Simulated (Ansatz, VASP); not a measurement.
# Two plane-wave programs on ZnCu

```
Zn Cu
1.0
     2.87986    0.00000    0.00000
     0.00000    2.87986    0.00000
     0.00000    0.00000    2.87986
Zn Cu
1 1
Direct
  0.50000 0.50000 0.50000
  0.00000 0.00000 0.00000
```

Alike in both runs: functional r2SCAN; k mesh 11 × 11 × 11; occupations fermi-dirac, width 0.1 eV; no spin polarisation.

Ansatz relaxed the structure, and its values are those at the end. VASP's run is a single point on that final structure, the one shown.

|  | VASP | Ansatz |
| --- | --- | --- |
| version | VASP 6.6.1 | Ansatz 0.2.0 |
| potentials or method | VASP PAW PBE potentials, release 64 (Zn, Cu), cutoff 520 eV | PAW plane waves |
| valence electrons in the cell | 23 | 31 |

```tsv
	VASP	Ansatz	Ansatz less VASP
pressure (GPa)	6.5	6.1	-0.43
```

VASP's potentials were made for PBE, not for r2SCAN. VASP's potentials hold 23 valence electrons a cell and Ansatz's 31, so a difference there can come from the potentials and not from the codes. Ansatz's warnings: stress scf threshold loose.
